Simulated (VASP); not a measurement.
# Be2S: single point with PBE

Be2S:

```
Be S
1.0
     3.55577    0.00000    0.00000
    -1.77788    3.07939    0.00000
     0.00000    0.00000    3.21768
Be S
2 1
Direct
  0.33333 0.66667 0.50000
  0.66667 0.33333 0.50000
  0.00000 0.00000 0.00000
```

```yaml
Program: VASP 6.6.1
Task: single point
Functional: PBE
Potentials_or_basis: VASP PAW PBE potentials, release 64 (Be, S)
Cutoff: 520 eV
k_mesh: 15 × 15 × 14
Occupations: gaussian, width 0.1 eV
Spin: no spin polarisation
```

```yaml
Pressure: 0.0 GPa
Band_gap_on_the_k_mesh: zero (band 5 reaches 8.57 eV, above the bottom of band 6 at 3.91 eV)
```

Levels at points of the mesh, in eV from the Fermi level:
```csv
k point,band 3,band 4,band 5,band 6,band 7,band 8
"(0.00, 0.00, 0.00)",-3.18,-3.18,-2.10,0.43,0.43,4.02
"(0.00, 0.00, 0.50)",-2.05,-2.05,1.14,1.98,1.98,3.21
```

It took 44 s on 1 thread of AMD EPYC 9R45 96-Core Processor (Zen 5), with other jobs on the host, peak memory 0.18 GiB.
